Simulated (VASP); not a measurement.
# Mg31CdO32 (a cell with a defect) in VASP: single point with PBEsol

Aim: the single point of Mg31CdO32 (a cell with a defect) with PBEsol.

All numbers are computed with VASP 6.6.1; they aren't measurements. Logs are shortened: lines on timing, memory, paths and dates and some standing lists are left out, and cuts for length are marked.

### Step 1. The cell of the first run

The cell holds a defect, 64 atoms: a = 8.429 Å, b = 8.429 Å, c = 8.429 Å, α = 90.00°, β = 90.00°, γ = 90.00°.

### Step 2. Single point, PBEsol

File INCAR:

```
SYSTEM = Mg31CdO32
PREC = Accurate
ENCUT = 520
EDIFF = 1E-6
ISMEAR = -1
SIGMA = 0.05
LREAL = Auto
LASPH = .TRUE.
NELM = 120
ALGO = Normal
ISIF = 2
LWAVE = .FALSE.
LCHARG = .FALSE.
GGA = PS
NBANDS = 171
GGA_COMPAT = .FALSE.
```

File KPOINTS:

```
regular mesh
0
G
  1 1 1
  0 0 0
```

File POSCAR:

```
Mg31CdO32
1.0
    8.4288080000      0.0000000000      0.0000000000
    0.0000000000      8.4288080000      0.0000000000
    0.0000000000      0.0000000000      8.4288080000
O Mg Cd
32 31 1
Direct
    0.2495390000      0.9999180000      0.0001850000
    0.2482550000      0.9998600000      0.5002000000
    0.2482700000      0.4999040000      0.0001590000
    0.2366230000      0.4997950000      0.5000410000
    0.7504980000      0.9999160000      0.0002030000
    0.7517420000      0.9999390000      0.5002130000
    0.7517480000      0.4999180000      0.0002520000
    0.7633710000      0.5000330000      0.5003120000
    0.0000470000      0.2494220000      0.0001980000
    0.0000080000      0.2481610000      0.5001690000
    0.0000100000      0.7503910000      0.0001980000
    0.0000370000      0.7516610000      0.5002160000
    0.4999560000      0.2481650000      0.0001700000
    0.4998180000      0.2365160000      0.5000510000
    0.5000210000      0.7516640000      0.0002340000
    0.5001380000      0.7632740000      0.5003590000
    0.9999980000      0.9999200000      0.2497040000
    0.0000390000      0.9999130000      0.7506760000
    0.0000030000      0.4998830000      0.2484380000
    0.0000640000      0.4999140000      0.7519340000
    0.5000060000      0.9998770000      0.2484290000
    0.5000040000      0.9999350000      0.7519690000
    0.4998230000      0.4997910000      0.2368770000
    0.5001490000      0.5000820000      0.7635490000
    0.2503940000      0.2502760000      0.2505640000
    0.2503960000      0.2503120000      0.7497970000
    0.2503800000      0.7495060000      0.2505790000
    0.2504330000      0.7495190000      0.7498220000
    0.7495810000      0.2502750000      0.2505720000
    0.7496130000      0.2503180000      0.7497900000
    0.7496390000      0.7495410000      0.2506070000
    0.7496300000      0.7495480000      0.7498070000
    0.0000090000      0.9998560000      0.0002270000
    0.9999740000      0.9999250000      0.5002740000
    0.0000160000      0.4998920000      0.0002430000
    0.0000010000      0.4998390000      0.5002980000
    0.4999710000      0.9998630000      0.0002540000
    0.5000510000      0.9998700000      0.5002220000
    0.4999830000      0.4998590000      0.0002560000
    0.2498990000      0.2497270000      0.0002300000
    0.2479640000      0.2477820000      0.5002250000
    0.2498700000      0.7500290000      0.0002270000
    0.2479320000      0.7519220000      0.5002480000
    0.7501320000      0.2497460000      0.0002980000
    0.7520410000      0.2478560000      0.5002140000
    0.7500970000      0.7499940000      0.0002450000
    0.7521490000      0.7519460000      0.5002720000
    0.2498200000      0.9998670000      0.2501170000
    0.2498920000      0.9998630000      0.7503510000
    0.2479640000      0.4998740000      0.2481520000
    0.2479180000      0.4998700000      0.7522990000
    0.7501590000      0.9998660000      0.2501240000
    0.7500930000      0.9999050000      0.7503630000
    0.7520190000      0.4999060000      0.2481940000
    0.7521080000      0.4998940000      0.7523830000
    0.0000160000      0.2497710000      0.2501200000
    0.0000310000      0.2497290000      0.7504060000
    0.0000270000      0.7500090000      0.2501210000
    0.9999670000      0.7500070000      0.7503630000
    0.4999930000      0.2477710000      0.2481330000
    0.4999790000      0.2478190000      0.7523240000
    0.4999860000      0.7519450000      0.2482180000
    0.5000690000      0.7519550000      0.7522940000
    0.4999900000      0.4998660000      0.5002610000
```

Potentials or basis: VASP PAW PBE potentials, release 64 (O, Mg, Cd).

Command:

```console
$ cat potpaw_PBE.64/O/POTCAR potpaw_PBE.64/Mg/POTCAR potpaw_PBE.64/Cd/POTCAR > POTCAR
$ mpirun -np 1 vasp_gam > vasp.out
```

OUTCAR:

```text
SYSTEM = Mg31CdO32
   PREC = Accurate
   ENCUT = 520
   EDIFF = 1E-6
   ISMEAR = -1
   LREAL = Auto
   LASPH = .TRUE.
   NELM = 120
   ISIF = 2
   GGA = PS

 ion  position               nearest neighbor table
   1  0.250  1.000  0.000-  33 2.10  40 2.11  49 2.11  42 2.11  48 2.11  37 2.11
   2  0.248  1.000  0.500-  41 2.09  43 2.09  34 2.09  48 2.11  49 2.11  38 2.12
   3  0.248  0.500  0.000-  51 2.09  50 2.09  35 2.09  42 2.11  40 2.11  39 2.12
   4  0.237  0.500  0.500-  36 1.99  50 2.13  41 2.13  43 2.13  51 2.13  64 2.22
   5  0.750  1.000  0.000-  33 2.10  44 2.11  53 2.11  52 2.11  46 2.11  37 2.11
   6  0.752  1.000  0.500-  45 2.09  47 2.09  34 2.09  52 2.11  53 2.11  38 2.12
[... 76 lines left out ...]
  58  0.000  0.750  0.250-  17 2.11  11 2.11  12 2.11  19 2.11  27 2.11  31 2.11  47 2.97  43 2.97
                            50 2.97  54 2.97  48 2.98  52 2.98  42 2.98  33 2.98  46 2.98  35 2.98
  59  1.000  0.750  0.750-  11 2.11  18 2.11  20 2.11  12 2.11  32 2.11  28 2.11  47 2.97  55 2.97
                            43 2.97  51 2.97  33 2.98  46 2.98  42 2.98  53 2.98  49 2.98  35 2.98
  60  0.500  0.248  0.248-  21 2.09  13 2.09  29 2.10  25 2.10  14 2.13  23 2.13  37 2.95  44 2.97
                            40 2.97  52 2.97  48 2.97  39 2.98  38 2.98  41 3.00  45 3.00  50 3.00
  61  0.500  0.248  0.752-  13 2.09  22 2.09  26 2.10  30 2.10  24 2.13  14 2.13  37 2.96  40 2.97
                            53 2.97  49 2.97  44 2.97  39 2.98  38 2.98  64 3.00  51 3.00  41 3.00
  62  0.500  0.752  0.248-  21 2.09  15 2.09  27 2.10  31 2.10  16 2.13  23 2.13  37 2.96  46 2.97
                            48 2.97  52 2.97  42 2.97  38 2.98  39 2.98  54 3.00  43 3.00  50 3.00
  63  0.500  0.752  0.752-  15 2.09  22 2.09  32 2.10  28 2.10  24 2.13  16 2.13  37 2.96  53 2.97
                            46 2.97  49 2.97  42 2.97  38 2.98  39 2.98  55 3.00  47 3.00  64 3.00
  64  0.500  0.500  0.500-  24 2.22  14 2.22   4 2.22   8 2.22  23 2.22  16 2.22  45 3.00  54 3.00
                            61 3.00  51 3.00  41 3.00  43 3.00  62 3.00  63 3.00  50 3.00  60 3.01

  LATTYP: Found a simple cubic cell.
 ALAT       =     8.4288080000

  Lattice vectors:

 A1 = (   8.4288080000,   0.0000000000,   0.0000000000)
 A2 = (   0.0000000000,   8.4288080000,   0.0000000000)
 A3 = (   0.0000000000,   0.0000000000,   8.4288080000)

Analysis of symmetry for initial positions (statically):
=====================================================================
 Subroutine PRICEL returns:
 Original cell was already a primitive cell.

 Routine SETGRP: Setting up the symmetry group for a
 simple cubic supercell.

 Subroutine GETGRP returns: Found  1 space group operations
 (whereof  1 operations were pure point group operations)
 out of a pool of 48 trial point group operations.

The static configuration has the point symmetry C_1 .

Analysis of symmetry for dynamics (positions and initial velocities):
=====================================================================
 Subroutine PRICEL returns:
 Original cell was already a primitive cell.

 Routine SETGRP: Setting up the symmetry group for a
 simple cubic supercell.

 Subroutine GETGRP returns: Found  1 space group operations
 (whereof  1 operations were pure point group operations)
 out of a pool of 48 trial point group operations.

The dynamic configuration has the point symmetry C_1 .

 Subroutine INISYM returns: Found  1 space group operations
 (whereof  1 operations are pure point group operations),
 and found     1 'primitive' translations

----------------------------------------------------------------------------------------

                                     Primitive cell

  volume of cell :     598.8230

  direct lattice vectors                    reciprocal lattice vectors
     8.428808000  0.000000000  0.000000000     0.118640738  0.000000000  0.000000000
     0.000000000  8.428808000  0.000000000     0.000000000  0.118640738  0.000000000
     0.000000000  0.000000000  8.428808000     0.000000000  0.000000000  0.118640738

  length of vectors
     8.428808000  8.428808000  8.428808000     0.118640738  0.118640738  0.118640738

  position of ions in fractional coordinates (direct lattice)
     0.249539000  0.999918000  0.000185000
     0.248255000  0.999860000  0.500200000
     0.248270000  0.499904000  0.000159000
     0.236623000  0.499795000  0.500041000
     0.750498000  0.999916000  0.000203000
     0.751742000  0.999939000  0.500213000
[... 56 lines left out ...]
     0.500069000  0.751955000  0.752294000
     0.499990000  0.499866000  0.500261000

  ion indices of the primitive-cell ions
[... 83 lines left out ...]

  Shift w.r.t. Gamma in fractional coordinates (k-lattice)
     0.000000000  0.000000000  0.000000000

 Subroutine IBZKPT returns following result:
 ===========================================

 Found      1 irreducible k-points:

 Following reciprocal coordinates:
            Coordinates               Weight
  0.000000  0.000000  0.000000      1.000000
   k-points           NKPTS =      1   k-points in BZ     NKDIM =      1   number of bands    NBANDS=    171
   number of dos      NEDOS =    301   number of ions     NIONS =     64
   total plane-waves  NPLWV = 262144
   dimension x,y,z NGX =    64 NGY =   64 NGZ =   64
   dimension x,y,z NGXF=   128 NGYF=  128 NGZF=  128
   ions per type =              32  31   1
   NGX,Y,Z   is equivalent  to a cutoff of  12.62, 12.62, 12.62 a.u.
   NGXF,Y,Z  is equivalent  to a cutoff of  25.25, 25.25, 25.25 a.u.
 SYSTEM =  Mg31CdO32
   PREC   = accura    normal or accurate (medium, high low for compatibility)
   ISTART =      0    job   : 0-new  1-cont  2-samecut
   ICHARG =      2    charge: 1-file 2-atom 10-const
   ISPIN  =      1    spin polarized calculation?
   LNONCOLLINEAR =      F non collinear calculations
   LSORBIT =      F    spin-orbit coupling
   LASPH  =      T    aspherical Exc in radial PAW
   ENCUT  =  520.0 eV  38.22 Ry    6.18 a.u.  15.67 15.67 15.67*2*pi/ulx,y,z
   NELM   =    120;   NELMIN=  2; NELMDL= -5     # of ELM steps
   EDIFF  = 0.1E-05   stopping-criterion for ELM
   LREAL  =      T    real-space projection
   EDIFFG = 0.1E-04   stopping-criterion for IOM
   NSW    =      0    number of steps for IOM
   IBRION =     -1    ionic relax: 0-MD 1-quasi-New 2-CG
   NFREE  =      0    steps in history (QN), initial steepest desc. (CG)
   ISIF   =      2    stress and relaxation
   ISYM   =      2    0-nonsym 1-usesym 2-fastsym
   POTIM  = 0.5000    time-step for ionic-motion
   TEBEG  =    0.0;   TEEND  =   0.0 temperature during run
   PSTRESS=    0.0 pullay stress
   NELECT =     266.0000    total number of electrons
   NUPDOWN=      -1.0000    fix difference up-down
   EMIN   =  10.00;   EMAX   =-10.00  energy-range for DOS
   EFERMI =   0.00;   METHOD = LEGACY
   ISMEAR =    -1;   SIGMA  =   0.05  broadening in eV -4-tet -1-fermi 0-gaus
   EFERMI_NEDOS =   21; number of points for ismear=-14 and -15
   IALGO  =     38    algorithm
   IMIX   =      4    mixing-type and parameters
     AMIX     =   0.40;   BMIX     =  1.00
     AMIX_MAG =   1.60;   BMIX_MAG =  1.00
  volume/ion in A,a.u.               =       9.36        63.14
  Fermi-wavevector in a.u.,A,eV,Ry     =   1.249115  2.360486 21.229023  1.560289
  Thomas-Fermi vector in A             =   2.383171
   LORBIT       =      0    0 simple, 1 ext, 2 COOP (PROOUT), +10 PAW based schemes
   GGA     = PS    functional components
   LHFCALC =     F    Hartree Fock is set to
   AEXX    =    0.0000 exact exchange contribution
   IVDW    =     0    specifies the selected vdW correction
   LEPSILON=     F    determine dielectric tensor
   LRPA    =     F    only Hartree local field effects (RPA)
 non-spin polarized calculation
  energy-cutoff  :      520.00
  volume of cell :      598.82
 maximum number of plane-waves:      8068
 NGX is ok and might be reduce to    64
   NGX = 31   NGY = 31   NGZ = 31

 number of electron     265.9999941 magnetization

 Free energy of the ion-electron system (eV)
  ---------------------------------------------------
  ext. energy  EPLUGINS =         0.00000000
  ---------------------------------------------------
  free energy    TOTEN  =      -394.94764262 eV

  energy without entropy =     -394.94764262  energy(sigma->0) =     -394.94764262

 E-fermi :   4.4621     XC(G=0): -11.3840

 val. band max:        3.1953476639   @ k =   0.0000   0.0000   0.0000
 cond. band min:       7.4920158926   @ k =   0.0000   0.0000   0.0000
 fundamental gap:      4.2966682286
 Fermi energy:         4.4620984948

 k-point     1 :       0.0000    0.0000    0.0000
  band No.  band energies     occupation
      1     -14.1501      2.00000
      2     -13.4156      2.00000
      3     -13.4153      2.00000
      4     -13.3988      2.00000
      5     -13.3734      2.00000
      6     -13.3732      2.00000
[... 137 lines left out ...]
    144      11.2216      0.00000
    145      11.9398      0.00000
 [bands above 145 left out]

------------------------ aborting loop because EDIFF is reached ----------------------------------------

  FORCE on cell =-STRESS in cart. coord.  units (eV):
  Direction    XX          YY          ZZ          XY          YZ          ZX
  --------------------------------------------------------------------------------------
  -------------------------------------------------------------------------------------
  Total        7.3290876      7.3346797      7.3381727      0.0116264      0.0014565      0.0083677
  in kB       19.6092966     19.6242584     19.6336041      0.0311069      0.0038969      0.0223882
  external PRESSURE =      19.6223864 kB  Pullay stress =       0.0000000 kB

 VOLUME and BASIS-vectors are now :
 -----------------------------------------------------------------------------
  energy-cutoff  :      520.00
  volume of cell :      598.82
      direct lattice vectors                 reciprocal lattice vectors
     8.428808000  0.000000000  0.000000000     0.118640738  0.000000000  0.000000000
     0.000000000  8.428808000  0.000000000     0.000000000  0.118640738  0.000000000
     0.000000000  0.000000000  8.428808000     0.000000000  0.000000000  0.118640738

 POSITION                                       TOTAL-FORCE (eV/Angst)
 -----------------------------------------------------------------------------------
      2.10332      8.42812      0.00156        -0.010115     -0.003342      0.002215
      2.09249      8.42763      4.21609        -0.020263     -0.000274      0.000648
      2.09262      4.21359      0.00134        -0.020468     -0.000278      0.001939
      1.99445      4.21268      4.21475        -0.072817      0.007703      0.014538
      6.32580      8.42810      0.00171         0.008237     -0.001055      0.002401
      6.33629      8.42829      4.21620         0.021506      0.000093      0.000318
[... 56 lines left out ...]
      4.21499      6.33808      6.34094        -0.003148      0.009530      0.007313
      4.21432      4.21327      4.21660         0.000449      0.002341     -0.001260
 -----------------------------------------------------------------------------------
    total drift:                                0.000918     -0.004116      0.015314

  FREE ENERGIE OF THE ION-ELECTRON SYSTEM (eV)
  ---------------------------------------------------
  free  energy   TOTEN  =      -394.9476426221 eV

  energy  without entropy=     -394.9476426220  energy(sigma->0) =     -394.94764262
```

Run time: 2.9 min. Hardware: 1 thread of AMD EPYC 7R43 (Zen 3), shared host; peak memory 0.52 GiB.

Results:

| Quantity | Value |
| --- | --- |
| Free energy | -394.9476 eV |
| Pressure | 2.0 GPa |
| Largest force | 0.083 eV/Å |
| Band gap on the k mesh | 4.30 eV |

Forces on the atoms (eV/Å):
```
O   -0.010 -0.003  0.002
O   -0.020  0.000  0.001
O   -0.020  0.000  0.002
O   -0.073  0.008  0.015
O    0.008 -0.001  0.002
O    0.022  0.000  0.000
O    0.019 -0.003  0.001
O    0.074 -0.011 -0.007
O   -0.004 -0.012  0.002
O   -0.003 -0.021  0.005
O   -0.001  0.005  0.001
O   -0.002  0.019  0.001
O    0.005 -0.020  0.001
O    0.014 -0.074  0.013
O   -0.001  0.017  0.003
O   -0.009  0.072 -0.012
O   -0.001 -0.002  0.000
O   -0.003 -0.001  0.013
O   -0.003  0.001 -0.017
O   -0.005 -0.001  0.023
O    0.000 -0.002 -0.016
O    0.001  0.000  0.018
O    0.015  0.009 -0.077
O   -0.009 -0.015  0.082
O    0.006  0.003  0.010
O    0.010  0.007 -0.005
O    0.011 -0.009  0.015
O    0.006 -0.013 -0.008
O   -0.008  0.011  0.016
O   -0.009  0.007 -0.004
O   -0.012 -0.015  0.013
O   -0.004 -0.009  0.000
Mg  -0.001  0.003 -0.002
Mg   0.004 -0.001 -0.004
Mg   0.002  0.000  0.000
Mg   0.002  0.003 -0.008
Mg   0.003  0.001 -0.003
Mg  -0.005  0.003 -0.001
Mg  -0.001  0.004 -0.007
Mg   0.001  0.007  0.000
Mg  -0.010 -0.006 -0.007
Mg   0.006 -0.005 -0.003
Mg  -0.006  0.010 -0.002
Mg  -0.003  0.004 -0.007
Mg   0.008 -0.007 -0.001
Mg  -0.001  0.001 -0.001
Mg   0.003  0.009 -0.003
Mg   0.008  0.003  0.002
Mg   0.004  0.001 -0.006
Mg  -0.012 -0.002 -0.010
Mg  -0.003  0.005  0.004
Mg  -0.006  0.001  0.000
Mg  -0.001  0.001 -0.004
Mg   0.011  0.001 -0.009
Mg   0.005  0.002  0.000
Mg   0.002  0.005  0.000
Mg  -0.002  0.006 -0.009
Mg  -0.001 -0.005  0.001
Mg   0.004  0.000 -0.005
Mg  -0.005 -0.006 -0.008
Mg   0.002 -0.005  0.002
Mg   0.001  0.009 -0.011
Mg  -0.003  0.010  0.007
Cd   0.000  0.002 -0.001
```

Levels at points of the mesh, in eV from the valence-band top:
| k point | band 130 | band 131 | band 132 | band 133 | band 134 | band 135 | band 136 | band 137 |
| --- | --- | --- | --- | --- | --- | --- | --- | --- |
| (0.00, 0.00, 0.00) | -0.11 | -0.11 | 0.00 | 0.00 | 4.30 | 6.60 | 7.35 | 7.35 |

Caveat: the k points lie up to 0.75 Å⁻¹ apart; the PAW data sets were made with another functional, which shifts forces and pressure a little.
